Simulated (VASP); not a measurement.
# HC24 in VASP: a series of runs

The runs below take HC24 through single point, with PBE+D3(BJ).

All numbers are computed with VASP 6.6.1; they aren't measurements. Logs are shortened: lines on timing, memory, paths and dates and some standing lists are left out, and cuts for length are marked.

## Step 1: The cell of the first run

The cell holds a slab with vacuum, 25 atoms: a = 4.930 Å, b = 4.930 Å, c = 25.744 Å, α = 90.00°, β = 90.00°, γ = 120.00°.

## Step 2: Single point, PBE+D3(BJ)

Input file INCAR:

```
SYSTEM = HC24
PREC = Accurate
ENCUT = 520
EDIFF = 1E-6
ISMEAR = 0
SIGMA = 0.1
LREAL = Auto
LASPH = .TRUE.
NELM = 60
ALGO = Normal
ISIF = 2
LWAVE = .FALSE.
LCHARG = .FALSE.
LDIPOL = .TRUE.
IDIPOL = 3
DIPOL = 0.5 0.5 0.468
GGA = PE
IVDW = 12
NBANDS = 66
```

Input file KPOINTS:

```
regular mesh
0
G
  6 6 1
  0 0 0
```

Input file POSCAR:

```
HC24
1.0
    4.9299480836      0.0000000000      0.0000000000
   -2.4649740418      4.2694602798      0.0000000000
    0.0000000000      0.0000000000     25.7441730399
C H
24 1
Direct
    0.0000000000      0.0000000000      0.3301718018
    0.0000000000      0.5000000000      0.3301718018
    0.5000000000      0.0000000000      0.3301718018
    0.5000000000      0.5000000000      0.3301718018
    0.1666666667      0.3333333333      0.3301718018
    0.1666666667      0.8333333333      0.3301718018
    0.6666666667      0.3333333333      0.3301718018
    0.6666666667      0.8333333333      0.3301718018
    0.0000482075      0.0000241038      0.4609536201
    0.0000000000      0.5000000000      0.4609614687
    0.4999758962      0.0000241038      0.4609536201
    0.4999758962      0.4999517925      0.4609536201
    0.3333333333      0.1666666667      0.4608608480
    0.3332991938      0.6666495969      0.4609466582
    0.8333504031      0.1667008062      0.4609466582
    0.8333504031      0.6666495969      0.4609466582
    0.0063734361      0.0031867181      0.5899163992
    0.0000000000      0.5000000000      0.5919073527
    0.4968132819      0.0031867181      0.5899163992
    0.4968132819      0.4936265639      0.5899163992
    0.1676653738      0.3323346262      0.5898196273
    0.1676653738      0.8353307477      0.5898196273
    0.6646692523      0.3323346262      0.5898196273
    0.6666666667      0.8333333333      0.6021556855
    0.6666666667      0.8333333333      0.6461184491
```

Potentials or basis: VASP PAW PBE potentials, release 64 (C, H).

Started as:

```console
$ cat potpaw_PBE.64/C/POTCAR potpaw_PBE.64/H/POTCAR > POTCAR
$ mpirun -np 1 vasp_std > vasp.out
```

OUTCAR:

```text
SYSTEM = HC24
   PREC = Accurate
   ENCUT = 520
   EDIFF = 1E-6
   ISMEAR = 0
   LREAL = Auto
   LASPH = .TRUE.
   NELM = 60
   ISIF = 2
   GGA = PE
   IVDW = 12
 IVDW          = 12

 ion  position               nearest neighbor table
   1  0.000  0.000  0.330-   8 1.42   5 1.42   6 1.42
   2  0.000  0.500  0.330-   7 1.42   6 1.42   5 1.42
   3  0.500  0.000  0.330-   6 1.42   7 1.42   8 1.42
   4  0.500  0.500  0.330-   5 1.42   8 1.42   7 1.42
   5  0.167  0.333  0.330-   4 1.42   1 1.42   2 1.42
   6  0.167  0.833  0.330-   3 1.42   2 1.42   1 1.42
[... 15 lines left out ...]
  22  0.168  0.835  0.590-  17 1.41  19 1.41  18 1.43
  23  0.665  0.332  0.590-  20 1.41  19 1.41  18 1.43
  24  0.667  0.833  0.602-  25 1.13  17 1.48  20 1.48  19 1.48
  25  0.667  0.833  0.646-  24 1.13

  LATTYP: Found a hexagonal cell.
 ALAT       =     4.9299480836
 C/A-ratio  =     5.2219967844

  Lattice vectors:

 A1 = (   4.9299480836,   0.0000000000,   0.0000000000)
 A2 = (  -2.4649740418,   4.2694602798,   0.0000000000)
 A3 = (   0.0000000000,   0.0000000000,  25.7441730399)

Analysis of symmetry for initial positions (statically):
=====================================================================
 Subroutine PRICEL returns:
 Original cell was already a primitive cell.

 Routine SETGRP: Setting up the symmetry group for a
 hexagonal supercell.

 Subroutine GETGRP returns: Found  6 space group operations
 (whereof  2 operations were pure point group operations)
 out of a pool of 24 trial point group operations.

The static configuration has the point symmetry C_1h.
 The point group associated with its full space group is C_3v.

Analysis of symmetry for dynamics (positions and initial velocities):
=====================================================================
 Subroutine PRICEL returns:
 Original cell was already a primitive cell.

 Routine SETGRP: Setting up the symmetry group for a
 hexagonal supercell.

 Subroutine GETGRP returns: Found  6 space group operations
 (whereof  2 operations were pure point group operations)
 out of a pool of 24 trial point group operations.

The dynamic configuration has the point symmetry C_1h.
 The point group associated with its full space group is C_3v.

 Subroutine INISYM returns: Found  6 space group operations
 (whereof  2 operations are pure point group operations),
 and found     1 'primitive' translations

----------------------------------------------------------------------------------------

                                     Primitive cell

  volume of cell :     541.8690

  direct lattice vectors                    reciprocal lattice vectors
     4.929948084  0.000000000  0.000000000     0.202841893  0.117110821  0.000000000
    -2.464974042  4.269460280  0.000000000     0.000000000  0.234221643  0.000000000
     0.000000000  0.000000000 25.744173040     0.000000000  0.000000000  0.038843741

  length of vectors
     4.929948084  4.929948084 25.744173040     0.234221643  0.234221643  0.038843741

  position of ions in fractional coordinates (direct lattice)
     0.000000000  0.000000000  0.330171802
     0.000000000  0.500000000  0.330171802
     0.500000000  0.000000000  0.330171802
     0.500000000  0.500000000  0.330171802
     0.166666667  0.333333333  0.330171802
     0.166666667  0.833333333  0.330171802
[... 17 lines left out ...]
     0.666666667  0.833333333  0.602155686
     0.666666667  0.833333333  0.646118449

  ion indices of the primitive-cell ions
   primitive index   ion index
                 1           1
                 2           2
                 3           3
                 4           4
                 5           5
                 6           6
[... 17 lines left out ...]
                24          24
                25          25

----------------------------------------------------------------------------------------

 KPOINTS: regular mesh

Automatic generation of k-mesh.
 Grid dimensions read from file:
 generate k-points for:    6    6    1

 Generating k-lattice:

  Cartesian coordinates                     Fractional coordinates (reciprocal lattice)
     0.033806982  0.019518470  0.000000000     0.166666667  0.000000000  0.000000000
     0.000000000  0.039036940  0.000000000     0.000000000  0.166666667  0.000000000
     0.000000000  0.000000000  0.038843741     0.000000000  0.000000000  1.000000000

  Length of vectors
     0.039036940  0.039036940  0.038843741

  Shift w.r.t. Gamma in fractional coordinates (k-lattice)
     0.000000000  0.000000000  0.000000000

 Subroutine IBZKPT returns following result:
 ===========================================

 Found      7 irreducible k-points:

 Following reciprocal coordinates:
            Coordinates               Weight
  0.000000  0.000000  0.000000      1.000000
  0.166667  0.000000  0.000000      6.000000
  0.333333  0.000000  0.000000      6.000000
  0.500000  0.000000  0.000000      3.000000
  0.166667  0.166667  0.000000      6.000000
  0.333333  0.166667  0.000000     12.000000
  0.333333  0.333333  0.000000      2.000000
   k-points           NKPTS =      7   k-points in BZ     NKDIM =      7   number of bands    NBANDS=     66
   number of dos      NEDOS =    301   number of ions     NIONS =     25
   total plane-waves  NPLWV = 307200
   dimension x,y,z NGX =    40 NGY =   40 NGZ =  192
   dimension x,y,z NGXF=    80 NGYF=   80 NGZF=  384
   ions per type =              24   1
   NGX,Y,Z   is equivalent  to a cutoff of  13.49, 13.49, 12.40 a.u.
   NGXF,Y,Z  is equivalent  to a cutoff of  26.98, 26.98, 24.80 a.u.
 SYSTEM =  HC24
   PREC   = accura    normal or accurate (medium, high low for compatibility)
   ISTART =      0    job   : 0-new  1-cont  2-samecut
   ICHARG =      2    charge: 1-file 2-atom 10-const
   ISPIN  =      1    spin polarized calculation?
   LNONCOLLINEAR =      F non collinear calculations
   LSORBIT =      F    spin-orbit coupling
   LASPH  =      T    aspherical Exc in radial PAW
   ENCUT  =  520.0 eV  38.22 Ry    6.18 a.u.   9.17  9.17 47.87*2*pi/ulx,y,z
   NELM   =     60;   NELMIN=  2; NELMDL= -5     # of ELM steps
   EDIFF  = 0.1E-05   stopping-criterion for ELM
   LREAL  =      T    real-space projection
   EDIFFG = 0.1E-04   stopping-criterion for IOM
   NSW    =      0    number of steps for IOM
   IBRION =     -1    ionic relax: 0-MD 1-quasi-New 2-CG
   NFREE  =      0    steps in history (QN), initial steepest desc. (CG)
   ISIF   =      2    stress and relaxation
   ISYM   =      2    0-nonsym 1-usesym 2-fastsym
   POTIM  = 0.5000    time-step for ionic-motion
   TEBEG  =    0.0;   TEEND  =   0.0 temperature during run
   PSTRESS=    0.0 pullay stress
   NELECT =      97.0000    total number of electrons
   NUPDOWN=      -1.0000    fix difference up-down
   EMIN   =  10.00;   EMAX   =-10.00  energy-range for DOS
   EFERMI =   0.00;   METHOD = LEGACY
   ISMEAR =     0;   SIGMA  =   0.10  broadening in eV -4-tet -1-fermi 0-gaus
   EFERMI_NEDOS =   21; number of points for ismear=-14 and -15
   IALGO  =     38    algorithm
   IMIX   =      4    mixing-type and parameters
     AMIX     =   0.40;   BMIX     =  1.00
     AMIX_MAG =   1.60;   BMIX_MAG =  1.00
  volume/ion in A,a.u.               =      21.67       146.27
  Fermi-wavevector in a.u.,A,eV,Ry     =   0.922644  1.743544 11.582249  0.851271
  Thomas-Fermi vector in A             =   2.048193
   LORBIT       =      0    0 simple, 1 ext, 2 COOP (PROOUT), +10 PAW based schemes
   GGA     = PE    functional components
   LHFCALC =     F    Hartree Fock is set to
   AEXX    =    0.0000 exact exchange contribution
   IVDW    =    12    specifies the selected vdW correction
   LEPSILON=     F    determine dielectric tensor
   LRPA    =     F    only Hartree local field effects (RPA)
 non-spin polarized calculation
 Gauss-broadening in eV      SIGMA  =   0.10
  energy-cutoff  :      520.00
  volume of cell :      541.87
 maximum number of plane-waves:     14642
 NGX is ok and might be reduce to    40
   NGX = 19   NGY = 19   NGZ = 95

 dipolmoment           0.000000      0.000000      0.129080 electrons x Angstroem

 number of electron      96.9999999 magnetization

 dipolmoment           0.000000      0.000000     -0.090043 electrons x Angstroem

 Free energy of the ion-electron system (eV)
  ---------------------------------------------------
  ext. energy  EPLUGINS =         0.00000000
  ---------------------------------------------------
  free energy    TOTEN  =      -222.96158777 eV

  energy without entropy =     -222.92078191  energy(sigma->0) =     -222.94118484

 E-fermi :  -0.4825     XC(G=0):  -4.4690

 val. band max:       -0.5160741814   @ k =   0.1667   0.1667   0.0000
 cond. band min:      -0.4693400149   @ k =   0.3333   0.3333   0.0000
 fundamental gap:      0.0467341665
 Fermi energy:        -0.4824930901

 k-point     1 :       0.0000    0.0000    0.0000
  band No.  band energies     occupation
      1     -20.2260      2.00000
      2     -20.0566      2.00000
      3     -19.9182      2.00000
      4     -15.0922      2.00000
      5     -14.9638      2.00000
      6     -14.9638      2.00000
[... 52 lines left out ...]
     59       3.1216      0.00000
     60       3.4279      0.00000

 k-point     2 :       0.1667    0.0000    0.0000
  band No.  band energies     occupation
      1     -20.0612      2.00000
      2     -19.8920      2.00000
      3     -19.7548      2.00000
      4     -16.2393      2.00000
      5     -16.0632      2.00000
      6     -15.9547      2.00000
[... 304 lines left out ...]
     59       5.0775      0.00000
     60       5.2863      0.00000

 k-point     7 :       0.3333    0.3333    0.0000
  band No.  band energies     occupation
      1     -18.3449      2.00000
      2     -18.3227      2.00000
      3     -18.1644      2.00000
      4     -18.1108      2.00000
      5     -18.1060      2.00000
      6     -18.0631      2.00000
[... 52 lines left out ...]
     59       5.7685      0.00000
     60       5.7702      0.00000
 [bands above 60 left out]

------------------------ aborting loop because EDIFF is reached ----------------------------------------

 vacuum level on the upper side and lower side of the slab       (xc-potential included)        -0.497         0.256

 Edisp (eV)   -3.19254

 E8    (eV) :    -0.9338

  FORCE on cell =-STRESS in cart. coord.  units (eV):
  Direction    XX          YY          ZZ          XY          YZ          ZX
  --------------------------------------------------------------------------------------
  -------------------------------------------------------------------------------------
  Total       4.01774     4.01774    -0.14724    -0.00000    -0.00000     0.00000
  in kB      11.87950    11.87950    -0.43537    -0.00000    -0.00000     0.00000
  external pressure =        7.77 kB  Pullay stress =        0.00 kB

 VOLUME and BASIS-vectors are now :
 -----------------------------------------------------------------------------
  energy-cutoff  :      520.00
  volume of cell :      541.87
      direct lattice vectors                 reciprocal lattice vectors
     4.929948084  0.000000000  0.000000000     0.202841893  0.117110821  0.000000000
    -2.464974042  4.269460280  0.000000000     0.000000000  0.234221643  0.000000000
     0.000000000  0.000000000 25.744173040     0.000000000  0.000000000  0.038843741

 POSITION                                       TOTAL-FORCE (eV/Angst)
 -----------------------------------------------------------------------------------
      0.00000      0.00000      8.50000         0.000961      0.000555      0.005957
     -1.23249      2.13473      8.50000        -0.000000      0.000000      0.005422
      2.46497      0.00000      8.50000        -0.000961      0.000555      0.005957
      1.23249      2.13473      8.50000        -0.000000     -0.001110      0.005957
      0.00000      1.42315      8.50000         0.000134     -0.000077     -0.014982
     -1.23249      3.55788      8.50000        -0.000000      0.000154     -0.014982
[... 17 lines left out ...]
      1.23249      3.55788     15.50200        -0.000000      0.000000      0.009580
      1.23249      3.55788     16.63379        -0.000000      0.000000      0.018290
 -----------------------------------------------------------------------------------
    total drift:                                0.000003     -0.000002     -0.014634

  FREE ENERGIE OF THE ION-ELECTRON SYSTEM (eV)
  ---------------------------------------------------
  free  energy   TOTEN  =      -226.1541248277 eV

  energy  without entropy=     -226.1133189715  energy(sigma->0) =     -226.13372190

 vacuum level on the upper side and lower side of the slab         2.949         3.717
```

Wall time 14 min (1 thread of Intel Xeon Platinum 8259CL at 2.50GHz (Skylake/Cascade Lake), shared host); peak memory 0.67 GiB.

Results:

| Quantity | Value |
| --- | --- |
| Free energy | -226.1541 eV |
| Largest force | 0.018 eV/Å |
| Dispersion energy per atom | -0.128 eV |

Forces in eV/Å, atoms in the order of the input:
```
C    0.001  0.001  0.006
C    0.000  0.000  0.005
C   -0.001  0.001  0.006
C    0.000 -0.001  0.006
C    0.000  0.000 -0.015
C    0.000  0.000 -0.015
C    0.000  0.000 -0.015
C    0.000  0.000 -0.013
C   -0.003 -0.002  0.001
C    0.000  0.000  0.001
C    0.003 -0.002  0.001
C    0.000  0.004  0.001
C    0.000  0.000  0.003
C    0.000  0.000  0.003
C    0.000  0.000  0.003
C    0.000  0.000  0.003
C   -0.001  0.000 -0.004
C    0.000  0.000  0.006
C    0.001  0.000 -0.004
C    0.000  0.001 -0.004
C   -0.013  0.008 -0.002
C    0.000 -0.015 -0.002
C    0.013  0.008 -0.002
C    0.000  0.000  0.010
H    0.000  0.000  0.018
```

## Step 3: Single point, PBE+D3(BJ)

Input file INCAR:

```
SYSTEM = HC24
PREC = Accurate
ENCUT = 520
EDIFF = 1E-6
ISMEAR = 0
SIGMA = 0.1
LREAL = Auto
LASPH = .True.
NELM = 60
ALGO = Normal
ISIF = 2
LWAVE = .False.
LCHARG = .True.
LDIPOL = .True.
IDIPOL = 3
DIPOL = 0.5 0.5 0.465
GGA = PE
IVDW = 12
LELF = .True.
LVHAR = .True.
LVACPOTAV = .True.
NBANDS = 66
```

Input file KPOINTS:

```
Automatic mesh
0
Gamma
  6 6 1
  0 0 0
```

Input file POSCAR:

```
HC24
1.0
    4.9299480836      0.0000000000      0.0000000000
   -2.4649740418      4.2694602798      0.0000000000
    0.0000000000      0.0000000000     25.7441730399
C H
24 1
Direct
    0.0000000000      0.0000000000      0.3301718018
    0.0000000000      0.5000000000      0.3301718018
    0.5000000000      0.0000000000      0.3301718018
    0.5000000000      0.5000000000      0.3301718018
    0.1666666667      0.3333333333      0.3301718018
    0.1666666667      0.8333333333      0.3301718018
    0.6666666667      0.3333333333      0.3301718018
    0.6666666667      0.8333333333      0.3301718018
    0.0000000000      0.0000000000      0.4602610574
   -0.0064599418      0.4967700291      0.4586978784
    0.5032299709      0.0064599418      0.4586978784
    0.5032299709      0.4967700291      0.4586978784
    0.3352438317      0.1676219158      0.4586144367
    0.3333333333      0.6666666667      0.4699901227
    0.8323780842      0.1676219158      0.4586144367
    0.8323780842      0.6647561683      0.4586144367
    0.0000000000      0.0000000000      0.5975879992
   -0.0001673799      0.4999163101      0.5975913373
    0.5000836899      0.0001673799      0.5975913373
    0.5000836899      0.4999163101      0.5975913373
    0.1665690348      0.3331380696      0.5976247408
    0.1665690348      0.8334309652      0.5976247408
    0.6666666667      0.3333333333      0.5974715330
    0.6668619304      0.8334309652      0.5976247408
    0.3333333333      0.6666666667      0.5138445041
```

Potentials or basis: VASP PAW PBE potentials, release 64 (C, H).

Started as:

```console
$ cat potpaw_PBE.64/C/POTCAR potpaw_PBE.64/H/POTCAR > POTCAR
$ mpirun -np 1 vasp_std > vasp.out
```

OUTCAR:

```text
SYSTEM = HC24
   PREC = Accurate
   ENCUT = 520
   EDIFF = 1E-6
   ISMEAR = 0
   LREAL = Auto
   LASPH = .True.
   NELM = 60
   ISIF = 2
   GGA = PE
   IVDW = 12
 IVDW          = 12

 ion  position               nearest neighbor table
   1  0.000  0.000  0.330-   8 1.42   5 1.42   6 1.42
   2  0.000  0.500  0.330-   7 1.42   6 1.42   5 1.42
   3  0.500  0.000  0.330-   6 1.42   7 1.42   8 1.42
   4  0.500  0.500  0.330-   5 1.42   8 1.42   7 1.42
   5  0.167  0.333  0.330-   4 1.42   1 1.42   2 1.42
   6  0.167  0.833  0.330-   3 1.42   2 1.42   1 1.42
   7  0.667  0.333  0.330-   2 1.42   3 1.42   4 1.42
[... 696 lines left out ...]
  in kB      13.49283    13.49283    -0.61383     0.00000     0.00000     0.00000
  external pressure =        8.79 kB  Pullay stress =        0.00 kB

 VOLUME and BASIS-vectors are now :
 -----------------------------------------------------------------------------
  energy-cutoff  :      520.00
  volume of cell :      541.87
      direct lattice vectors                 reciprocal lattice vectors
     4.929948084  0.000000000  0.000000000     0.202841893  0.117110821  0.000000000
    -2.464974042  4.269460280  0.000000000     0.000000000  0.234221643  0.000000000
     0.000000000  0.000000000 25.744173040     0.000000000  0.000000000  0.038843741

 POSITION                                       TOTAL-FORCE (eV/Angst)
 -----------------------------------------------------------------------------------
      0.00000      0.00000      8.50000        -0.000000     -0.000000      0.017785
     -1.23249      2.13473      8.50000        -0.013681     -0.007899      0.024624
      2.46497      0.00000      8.50000         0.000000      0.015798      0.024624
      1.23249      2.13473      8.50000         0.013681     -0.007899      0.024624
      0.00000      1.42315      8.50000         0.000000     -0.012570     -0.020680
     -1.23249      3.55788      8.50000        -0.010886      0.006285     -0.020680
[... 17 lines left out ...]
      1.23321      3.55830     15.38535        -0.007988     -0.004612      0.000277
     -0.00000      2.84631     13.22850        -0.000000     -0.000000      0.008889
 -----------------------------------------------------------------------------------
    total drift:                                0.000008     -0.000005     -0.014082

  FREE ENERGIE OF THE ION-ELECTRON SYSTEM (eV)
  ---------------------------------------------------
  free  energy   TOTEN  =      -226.1694681205 eV

  energy  without entropy=     -226.1327429830  energy(sigma->0) =     -226.15110555

 vacuum level on the upper side and lower side of the slab         3.552         3.596
```

It took 8.4 min on 1 thread of Intel Xeon Platinum 8259CL at 2.50GHz (Skylake/Cascade Lake), shared host; peak memory 0.67 GiB.

Results:

```yaml
Free_energy: -226.1695 eV
Largest_force: 0.049 eV/Å
Dispersion_energy_per_atom: -0.127 eV
```

Forces on the atoms (eV/Å):
```
C    0.000  0.000  0.018
C   -0.014 -0.008  0.025
C    0.000  0.016  0.025
C    0.014 -0.008  0.025
C    0.000 -0.013 -0.021
C   -0.011  0.006 -0.021
C    0.000  0.000 -0.049
C    0.011  0.006 -0.021
C    0.000  0.000 -0.004
C    0.001  0.001 -0.006
C    0.000 -0.001 -0.006
C   -0.001  0.001 -0.006
C   -0.010 -0.006  0.002
C    0.000  0.000  0.016
C    0.010 -0.006  0.002
C    0.000  0.011  0.002
C    0.000  0.000  0.005
C    0.005  0.003  0.001
C    0.000 -0.006  0.001
C   -0.005  0.003  0.001
C    0.000  0.009  0.000
C    0.008 -0.005  0.000
C    0.000  0.000  0.001
C   -0.008 -0.005  0.000
H    0.000  0.000  0.009
```

Levels at points of the mesh, in eV from the Fermi level:
| k point | band 45 | band 46 | band 47 | band 48 | band 49 | band 50 | band 51 | band 52 | band 53 | band 54 |
| --- | --- | --- | --- | --- | --- | --- | --- | --- | --- | --- |
| (0.00, 0.00, 0.00) | -2.48 | -2.42 | -2.27 | -2.27 | -0.23 | 1.37 | 1.37 | 1.54 | 1.57 | 1.57 |
| (0.50, 0.00, 0.00) | -2.86 | -2.83 | -2.69 | -2.37 | 0.24 | 2.48 | 2.70 | 2.71 | 2.78 | 2.89 |
